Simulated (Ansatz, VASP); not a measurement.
## Two plane-wave programs on InGaO

```xyz
6
Lattice="4.7842 0.0000 0.0000 -2.3921 4.1432 0.0000 0.0000 0.0000 8.7449" Properties=species:S:1:pos:R:3 pbc="T T T"
In    0.0000    0.0000    6.0070
In    0.0000    0.0000    2.7378
Ga    0.0000    2.7621    4.3724
Ga    2.3921    1.3811    4.3724
O     0.0000    0.0000    8.0686
O     0.0000    0.0000    0.6762
```

Alike in both runs: functional PBE; k mesh 3 × 3 × 2; occupations gaussian, width 0.15 eV; no spin polarisation.

Ansatz relaxed the structure, and its values are those at the end. VASP's run is a single point on that final structure, the one shown.

|  | VASP | Ansatz |
| --- | --- | --- |
| version | VASP 6.6.1 | Ansatz 0.2.0 |
| potentials or method | VASP PAW PBE potentials, release 64 (In_d, Ga_d, O), cutoff 520 eV | scalar-relativistic, plane waves, PAW |
| valence electrons in the cell | 64 | 64 |

```tsv
	VASP	Ansatz	Ansatz less VASP
gap on the k mesh at the Fermi level (eV)	none	none	-
pressure (GPa)	0.5	0.4	-0.11
rms of the force components (eV/Å)	0.081	0.012	-0.0691
```

A gap of «none» marks a metal or a gap that the smearing closes.

The k mesh is coarse, so the values compare programs but aren't converged.
